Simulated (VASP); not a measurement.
# Ta32F (a cell with a defect) in VASP: a series of runs, part 2 of 2

VASP 6.6.1. Earlier steps stand in the parts before.

**3. Single point, PBE**

Input file INCAR:

```
SYSTEM = Ta32F
PREC     = Accurate       ! precision mode
ENCUT    = 520            ! plane-wave cutoff, eV
EDIFF    = 1E-7           ! SCF threshold, eV
ISMEAR   = 1              ! smearing method
SIGMA    = 0.1            ! smearing width, eV
LREAL    = Auto         
LASPH    = .TRUE.         ! aspherical terms in the spheres
NELM     = 60             ! most SCF steps
ALGO     = Normal         ! electronic algorithm
ISIF     = 2              ! what is computed and relaxed
LWAVE    = .FALSE.        ! write WAVECAR
LCHARG   = .FALSE.        ! write CHGCAR
GGA      = PE             ! functional
NBANDS   = 202            ! bands
```

Input file KPOINTS:

```
Automatic mesh
0
G
  1 1 1
  0 0 0
```

Input file POSCAR:

```
Ta32F
1.0
    0.0000000000      6.6414755500      6.6414755500
    6.6414755500      0.0000000000      6.6414755500
    6.6414755500      6.6414755500      0.0000000000
Ta F
32 1
Direct
    0.0015123898     -0.0006714622      0.0008971651
    0.1257998307      0.1241077369      0.1254968860
    0.2516601149      0.2448278982      0.2462462577
    0.4024337634      0.3474357442      0.3490048232
   -0.0041825043      0.0074241032      0.5020571069
    0.1273822351      0.1251557720      0.6238720551
    0.2504519496      0.2414053154      0.7589288648
    0.3736283423      0.3762089435      0.8751245798
   -0.0042345259      0.5006136776      0.0090102718
    0.1272215028      0.6226594480      0.1266627414
    0.2503174916      0.7574867154      0.2428926355
    0.3735464328      0.8737681041      0.3777653747
   -0.0076607976      0.4995496821      0.5008201829
    0.0984435605      0.6513258187      0.6530072222
    0.2492144234      0.7540796412      0.7555123048
    0.3750889364      0.8747934034      0.8761952003
    0.4994047595     -0.0005528139      0.0008020055
    0.6332943588      0.1166546491      0.1178723002
    0.7585120147      0.2447850614      0.2462002589
    0.8750876904      0.3747268933      0.3762226453
    0.5050965670     -0.0086315909      0.4996087805
    0.6246244481      0.1252455111      0.6239788084
    0.7503846039      0.2505006587      0.7497297796
    0.8760715079      0.3763390351      0.8751930887
    0.5050102157      0.4982234708     -0.0071396785
    0.6247117028      0.6225088791      0.1265710449
    0.7505362268      0.7483844460      0.2518721913
    0.8762015995      0.8736821293      0.3775964364
    0.5084317445      0.4993781841      0.5009775275
    0.6257180304      0.6241469940      0.6255013617
    0.7423604834      0.7540756512      0.7554506468
    0.8675225794      0.8823445868      0.8836793806
    0.2501318401      0.4998230401      0.5006278311
```

Potentials or basis: VASP PAW PBE potentials, release 64 (Ta_pv, F).

Run with:

```bash
$ cat potpaw_PBE.64/Ta_pv/POTCAR potpaw_PBE.64/F/POTCAR > POTCAR
$ mpirun -np 1 vasp_gam > vasp.out
```

OUTCAR:

```text
SYSTEM = Ta32F
   PREC = Accurate
   ENCUT = 520
   EDIFF = 1E-7
   ISMEAR = 1
   LREAL = Auto
   LASPH = .TRUE.
   NELM = 60
   ISIF = 2
   GGA = PE

 ion  position               nearest neighbor table
   1  0.002  0.999  0.001-  32 2.83  18 2.83  16 2.86   2 2.87  10 2.89  28 2.89  24 2.89   6 2.89
                            15 3.26  19 3.26  11 3.26   7 3.26  27 3.33  23 3.34
   2  0.126  0.124  0.125-   7 2.81  11 2.81  19 2.82   3 2.82  17 2.87   1 2.87   9 2.89   5 2.89
                            16 3.31   8 3.32  12 3.32  28 3.32  24 3.32  20 3.33
   3  0.252  0.245  0.246-   4 2.74   2 2.82  12 2.85   8 2.85  20 2.89   6 2.90  10 2.90  18 2.93
                            17 3.26   9 3.28   5 3.28  25 3.37  21 3.37  13 3.38
   4  0.402  0.347  0.349-  33 2.02  21 2.74  19 2.74   3 2.74  25 2.74  18 3.07  29 3.15   7 3.15
                            11 3.15  13 3.15  22 3.32   6 3.32  26 3.32  10 3.32
   5  0.996  0.007  0.502-  14 2.74  20 2.82   6 2.85  22 2.85   2 2.89  12 2.90  28 2.90  32 2.93
                            23 3.26  19 3.28   3 3.28  31 3.37  15 3.37  11 3.38
   6  0.127  0.125  0.624-  15 2.85   5 2.85   7 2.87  13 2.87  23 2.89   1 2.89   3 2.90  21 2.90
                            12 3.30  20 3.32  16 3.32   4 3.32  24 3.34  32 3.34
   7  0.250  0.241  0.759-  33 2.43   2 2.81  16 2.81   8 2.87  22 2.87   6 2.87  24 2.87   4 3.15
                            14 3.15  17 3.26   1 3.26   9 3.38  21 3.38  29 3.43  13 3.43
   8  0.374  0.376  0.875-   3 2.85  25 2.85  29 2.87   7 2.87  23 2.89  17 2.89   9 2.90  15 2.90
                            10 3.31   2 3.32  30 3.32  14 3.32  22 3.33  18 3.34
   9  0.996  0.501  0.009-  14 2.74  20 2.82  26 2.85  10 2.85   2 2.89  24 2.90   8 2.90  32 2.93
[... 32 lines left out ...]
                            23 3.26  15 3.28  31 3.28   3 3.37  19 3.37  11 3.38
  26  0.625  0.623  0.127-   9 2.85  31 2.85  11 2.87  29 2.87  17 2.89  27 2.89  25 2.90  19 2.90
                            24 3.30  16 3.32  20 3.32   4 3.32  12 3.34  32 3.34
  27  0.751  0.748  0.252-  32 2.83  18 2.83  30 2.87  20 2.87  10 2.89  28 2.89  12 2.89  26 2.89
                             9 3.26  21 3.26  13 3.26  29 3.26   1 3.33  17 3.34
  28  0.876  0.874  0.378-  19 2.85  21 2.85  11 2.87  13 2.87  27 2.89   1 2.89   5 2.90  31 2.90
                            22 3.31  30 3.32   2 3.32  14 3.32  10 3.33  18 3.34
  29  0.508  0.499  0.501-  33 2.43  30 2.81  20 2.81  22 2.87   8 2.87  12 2.87  26 2.87   4 3.15
                            14 3.15  23 3.26  27 3.26  15 3.38  19 3.38   7 3.43  11 3.43
  30  0.626  0.624  0.626-  29 2.81  13 2.81  21 2.82  25 2.82  27 2.87  23 2.87  15 2.89  31 2.89
                            20 3.31  12 3.32  28 3.32   8 3.32  24 3.32  16 3.33
  31  0.742  0.754  0.755-  14 2.74  16 2.82  26 2.85  22 2.85  30 2.89  24 2.90  28 2.90  32 2.93
                            17 3.26  21 3.28  25 3.28   5 3.37   9 3.37  13 3.38
  32  0.868  0.882  0.884-  17 2.82  23 2.82   1 2.83  27 2.83   5 2.93  31 2.93  15 2.93   9 2.93
                            14 3.07  18 3.11  22 3.34  26 3.34   6 3.34  10 3.34
  33  0.250  0.500  0.501-  14 2.02   4 2.02  11 2.42  13 2.42  29 2.43   7 2.43

  LATTYP: Found a face centered cubic cell.
 ALAT       =    13.2829511000

  Lattice vectors:

 A1 = (   0.0000000000,   6.6414755500,   6.6414755500)
 A2 = (   6.6414755500,   0.0000000000,   6.6414755500)
 A3 = (   6.6414755500,   6.6414755500,   0.0000000000)

Analysis of symmetry for initial positions (statically):
=====================================================================
 Subroutine PRICEL returns:
 Original cell was already a primitive cell.

 Routine SETGRP: Setting up the symmetry group for a
 face centered cubic supercell.

 Subroutine GETGRP returns: Found  1 space group operations
 (whereof  1 operations were pure point group operations)
 out of a pool of 48 trial point group operations.
[... 140 lines left out ...]
   ions per type =              32   1
   NGX,Y,Z   is equivalent  to a cutoff of  12.39, 12.39, 12.39 a.u.
   NGXF,Y,Z  is equivalent  to a cutoff of  24.78, 24.78, 24.78 a.u.
 SYSTEM =  Ta32F
   PREC   = accura    normal or accurate (medium, high low for compatibility)
   ISTART =      0    job   : 0-new  1-cont  2-samecut
   ICHARG =      2    charge: 1-file 2-atom 10-const
   ISPIN  =      1    spin polarized calculation?
   LNONCOLLINEAR =      F non collinear calculations
   LSORBIT =      F    spin-orbit coupling
   LASPH  =      T    aspherical Exc in radial PAW
   ENCUT  =  520.0 eV  38.22 Ry    6.18 a.u.  17.46 17.46 17.46*2*pi/ulx,y,z
   NELM   =     60;   NELMIN=  2; NELMDL= -5     # of ELM steps
   EDIFF  = 0.1E-06   stopping-criterion for ELM
   LREAL  =      T    real-space projection
   EDIFFG = 0.1E-05   stopping-criterion for IOM
   NSW    =      0    number of steps for IOM
   IBRION =     -1    ionic relax: 0-MD 1-quasi-New 2-CG
   NFREE  =      0    steps in history (QN), initial steepest desc. (CG)
   ISIF   =      2    stress and relaxation
   ISYM   =      2    0-nonsym 1-usesym 2-fastsym
   POTIM  = 0.5000    time-step for ionic-motion
   TEBEG  =    0.0;   TEEND  =   0.0 temperature during run
   PSTRESS=    0.0 pullay stress
   NELECT =     359.0000    total number of electrons
   NUPDOWN=      -1.0000    fix difference up-down
   EMIN   =  10.00;   EMAX   =-10.00  energy-range for DOS
   EFERMI =   0.00;   METHOD = LEGACY
   ISMEAR =     1;   SIGMA  =   0.10  broadening in eV -4-tet -1-fermi 0-gaus
   EFERMI_NEDOS =   21; number of points for ismear=-14 and -15
   IALGO  =     38    algorithm
   IMIX   =      4    mixing-type and parameters
     AMIX     =   0.40;   BMIX     =  1.00
     AMIX_MAG =   1.60;   BMIX_MAG =  1.00
  volume/ion in A,a.u.               =      17.75       119.81
  Fermi-wavevector in a.u.,A,eV,Ry     =   1.390481  2.627628 26.306014  1.933438
  Thomas-Fermi vector in A             =   2.514412
   LORBIT       =      0    0 simple, 1 ext, 2 COOP (PROOUT), +10 PAW based schemes
   GGA     = PE    functional components
   LHFCALC =     F    Hartree Fock is set to
   AEXX    =    0.0000 exact exchange contribution
   IVDW    =     0    specifies the selected vdW correction
   LEPSILON=     F    determine dielectric tensor
   LRPA    =     F    only Hartree local field effects (RPA)
 non-spin polarized calculation
 Methfessel and Paxton  Order N= 1 SIGMA  =   0.10
  energy-cutoff  :      520.00
  volume of cell :      585.90
 maximum number of plane-waves:      7833
 NGX is ok and might be reduce to    70
   NGX = 35   NGY = 35   NGZ = 35

 number of electron     359.0000009 magnetization

 Free energy of the ion-electron system (eV)
  ---------------------------------------------------
  ext. energy  EPLUGINS =         0.00000000
  ---------------------------------------------------
  free energy    TOTEN  =      -395.36569247 eV

  energy without entropy =     -395.32447047  energy(sigma->0) =     -395.35195180

 E-fermi :   5.5426     XC(G=0): -12.5797

 val. band max:        5.5131343124   @ k =   0.0000   0.0000   0.0000
 cond. band min:       5.9916799442   @ k =   0.0000   0.0000   0.0000
 fundamental gap:      0.4785456317
 Fermi energy:         5.5426461439

 k-point     1 :       0.0000    0.0000    0.0000
  band No.  band energies     occupation
      1     -29.3234      2.00000
      2     -29.0299      2.00000
      3     -28.8573      2.00000
      4     -28.8563      2.00000
      5     -28.8073      2.00000
      6     -28.8066      2.00000
[... 183 lines left out ...]
    190       6.6787     -0.00000
    191       6.7508     -0.00000
 [bands above 191 left out]

------------------------ aborting loop because EDIFF is reached ----------------------------------------

  FORCE on cell =-STRESS in cart. coord.  units (eV):
  Direction    XX          YY          ZZ          XY          YZ          ZX
  --------------------------------------------------------------------------------------
  -------------------------------------------------------------------------------------
  Total      -15.8215408    -25.3535838    -25.6077365     -0.0014986     -0.0025520     -0.0051975
  in kB      -43.2648925    -69.3307995    -70.0257945     -0.0040979     -0.0069785     -0.0142127
  external PRESSURE =     -60.8738288 kB  Pullay stress =       0.0000000 kB

 VOLUME and BASIS-vectors are now :
 -----------------------------------------------------------------------------
  energy-cutoff  :      520.00
  volume of cell :      585.90
      direct lattice vectors                 reciprocal lattice vectors
     0.000000000  6.641475550  6.641475550    -0.075284475  0.075284475  0.075284475
     6.641475550  0.000000000  6.641475550     0.075284475 -0.075284475  0.075284475
     6.641475550  6.641475550  0.000000000     0.075284475  0.075284475 -0.075284475

 POSITION                                       TOTAL-FORCE (eV/Angst)
 -----------------------------------------------------------------------------------
      6.64297      0.01600      6.64706         0.003402     -0.003482      0.008482
      1.65774      1.66898      1.65975        -0.007568      0.004373     -0.004554
      3.26146      3.30683      3.29741        -0.001355     -0.001451     -0.000935
      4.62539      4.99066      4.98024        -0.052006     -0.005526      0.000009
      3.38371      9.94810      6.66300         0.003563     -0.001940      0.002627
      4.97465      4.98944      1.67722        -0.000714      0.002980     -0.005419
[... 25 lines left out ...]
     11.72901     11.63057     11.62170         0.007932      0.001133      0.001078
      6.64447      4.98615      4.98081        -0.009294     -0.001329     -0.000275
 -----------------------------------------------------------------------------------
    total drift:                                0.002043      0.010179     -0.003471

  FREE ENERGIE OF THE ION-ELECTRON SYSTEM (eV)
  ---------------------------------------------------
  free  energy   TOTEN  =      -395.3656924664 eV

  energy  without entropy=     -395.3244704716  energy(sigma->0) =     -395.35195180
```

It took 4.6 min on 1 thread of AMD EPYC 9R14 (Zen 4), shared host; peak memory 0.64 GiB.

What came out:

```yaml
Free_energy: -395.3657 eV
Pressure: -6.1 GPa
Largest_force: 0.056 eV/Å
```

Forces on the atoms (eV/Å):
```
Ta   0.003 -0.003  0.008
Ta  -0.008  0.004 -0.005
Ta  -0.001 -0.001 -0.001
Ta  -0.052 -0.006  0.000
Ta   0.004 -0.002  0.003
Ta  -0.001  0.003 -0.005
Ta  -0.002  0.003 -0.010
Ta   0.015 -0.004  0.001
Ta  -0.001 -0.001  0.003
Ta  -0.015  0.002 -0.002
Ta  -0.005 -0.004  0.013
Ta   0.002 -0.002 -0.002
Ta  -0.004 -0.003 -0.011
Ta   0.056 -0.005  0.002
Ta   0.001  0.002 -0.001
Ta   0.008  0.001 -0.001
Ta   0.001 -0.003 -0.003
Ta  -0.010  0.006 -0.004
Ta   0.000  0.000 -0.002
Ta   0.011 -0.001  0.004
Ta   0.001 -0.002  0.003
Ta  -0.012  0.005 -0.002
Ta   0.002  0.003  0.005
Ta   0.003  0.000  0.003
Ta   0.000 -0.002  0.003
Ta  -0.002  0.001  0.000
Ta   0.001 -0.004 -0.009
Ta   0.016  0.002  0.001
Ta  -0.002  0.001  0.012
Ta  -0.010  0.008 -0.003
Ta   0.002  0.001 -0.002
Ta   0.008  0.001  0.001
F   -0.009 -0.001  0.000
```

Stress tensor (GPa, compression positive):
```
-4.33  0.00  0.00
 0.00 -6.93  0.00
 0.00  0.00 -7.00
```

Caveat: the k points lie up to 0.82 Å⁻¹ apart; spin-orbit coupling is left out, which moves the levels of the heavy elements; an odd number of electrons without spin polarisation forces a metal; a magnetic or distorted state may lie lower.
